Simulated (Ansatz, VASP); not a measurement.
This is a calculation of La2O3 for Ansatz 0.2.0.

File input.yaml:

```yaml
crystal:
  lattice:
    - [6.4541017056, 0.0, 0.0]
    - [-3.2270508527, 5.5894160357, 0.0]
    - [0.0, 0.0, 3.3331872572]
  atoms:
    - { symbol: La, position: [0.6666666667, 0.3333333333, 0.498103] }
    - { symbol: La, position: [0.3333333333, 0.6666666667, 0.501897] }
    - { symbol: O, position: [0.504607, 0.0, 0.0] }
    - { symbol: O, position: [0.0, 0.504607, 0.0] }
    - { symbol: O, position: [0.495393, 0.495393, 0.0] }
kpoints:
  mp_grid: { grid: [5, 5, 8] }
scf:
  occupations: { method: fermi_dirac, width: 0.05 }
hamiltonian:
  xc: lda
  pseudopotentials: { kind: all_electron, lapw: { basis_error: 0.002 } }
output:
  forces: true
  stress: true
  eigenvalues: true
```

Potentials or basis: all-electron LAPW, scalar-relativistic.

Command:

```sh
$ ansatz run input.yaml --threads 4 --pin off --max-ram 14336MiB --backend cpu --events-out ev --progress --plain --runs-dir out
```

Question: Translate it to VASP 6.6.1. Potentials there: VASP PAW LDA potentials, release 64 (La, O).

Answer: As run (the cutoff follows the program's own potentials):

File INCAR:

```
ALGO = Normal
EDIFF = 1E-6
ENCUT = 520
GGA = CA
ISIF = 2
ISMEAR = -1
LASPH = T
LCHARG = T
LELF = T
LREAL = F
LVHAR = T
LWAVE = F
NBANDS = 28
NELM = 60
PREC = Accurate
SIGMA = 0.05
```

The input KPOINTS:

```
k-points
0
Gamma
  5 5 8
```

POSCAR

```
La2O3
1.0
    6.4541017056      0.0000000000      0.0000000000
   -3.2270508527      5.5894160357      0.0000000000
    0.0000000000      0.0000000000      3.3331872572
La O
2 3
Direct
    0.6666666667      0.3333333333      0.4981030000
    0.3333333333      0.6666666667      0.5018970000
    0.5046070000      0.0000000000      0.0000000000
    0.0000000000      0.5046070000      0.0000000000
    0.4953930000      0.4953930000      0.0000000000
```

Potentials or basis: VASP PAW LDA potentials, release 64 (La, O).

Run with:

```sh
$ cat potpaw_LDA.64/La/POTCAR potpaw_LDA.64/O/POTCAR > POTCAR
$ mpirun -np 1 vasp_std > vasp.out
```

Both were run:

|  | VASP | Ansatz | Ansatz less VASP |
| --- | --- | --- | --- |
| gap on the k mesh at the Fermi level (eV) | 1.67 | 1.67 | +0.003 |
| least direct gap on the mesh (eV) | 2.01 | 2.01 | +0.003 |
| pressure (GPa) | -8.2 | -8.2 | +0.06 |
| traceless stress, the component that is largest in VASP (GPa) | -2.70 | -2.72 | -0.015 |
| rms of the force components (eV/Å) | 0.027 | 0.027 | -0.0001 |

LDA's correlation is that of Perdew and Zunger in VASP and of Perdew and Wang (1992) in Ansatz. Atom by atom the forces differ by 0.000 eV/Å (rms over components). Ansatz ran all-electron here, and VASP with PAW potentials.

Spin-orbit coupling is off throughout.
